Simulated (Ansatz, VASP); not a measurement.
**Two plane-wave programs on C**

```
C
1.0
     0.00000    2.12647    3.55058
     1.22813    0.00000    3.55058
     1.22813    2.12647    0.00000
C
2
Direct
  0.83333 0.16667 0.83333
  0.16667 0.83333 0.16667
```

Alike in both runs: functional r2SCAN; k mesh 18 × 18 × 18; occupations gaussian, width 0.01 eV; no spin polarisation.

Ansatz relaxed the structure, and its values are those at the end. VASP's run is a single point on that final structure, the one shown.

```csv
,VASP,Ansatz
version,VASP 6.6.1,Ansatz 0.2.0
potentials or method,"VASP PAW PBE potentials, release 64 (C), cutoff 520 eV","scalar-relativistic, plane waves, PAW"
valence electrons in the cell,8,8
```

VASP gave:

```
gap on the k mesh at the Fermi level (eV) : 0.06
least direct gap on the mesh (eV)         : 0.11
pressure (GPa)                            : 0.7
```

**Question.** Which values does Ansatz return?

**Answer.** gap on the k mesh at the Fermi level (eV): 0.06; least direct gap on the mesh (eV): 0.11; pressure (GPa): 0.0.

VASP's potentials were made for PBE, not for r2SCAN.
